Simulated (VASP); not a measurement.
A run of VASP 6.6.1 is set up as follows.

File INCAR:

```
PREC = Accurate
ENCUT = 520
EDIFF = 1E-7
ISMEAR = 0
SIGMA = 0.01
LREAL = False
LASPH = True
NELM = 60
ALGO = Normal
ISIF = 2
LWAVE = False
LCHARG = True
GGA = PE
LELF = True
LVHAR = True
NBANDS = 11
```

Contents of KPOINTS:

```
Automatic mesh
0
Gamma
  10 10 10
```

Contents of POSCAR:

```
AlN
1.0
    0.0000000000      2.0188684450      2.0188684450
    2.0188684450      0.0000000000      2.0188684450
    2.0188684450      2.0188684450      0.0000000000
Al N
1 1
Direct
    0.0000000000      0.0000000000      0.0000000000
    0.5000000000      0.5000000000      0.5000000000
```

Potentials or basis: VASP PAW PBE potentials, release 64 (Al, N).

Command:

```console
$ cat potpaw_PBE.64/Al/POTCAR potpaw_PBE.64/N/POTCAR > POTCAR
$ mpirun -np 1 vasp_std > vasp.out
```

(1) What does it give for the band gap on the k mesh?

(2) What does it give for the pressure?

Results:

(1) 4.65 eV (least direct gap 5.74 eV).

(2) 6.1 GPa.

Caveat: the cell stands under pressure.
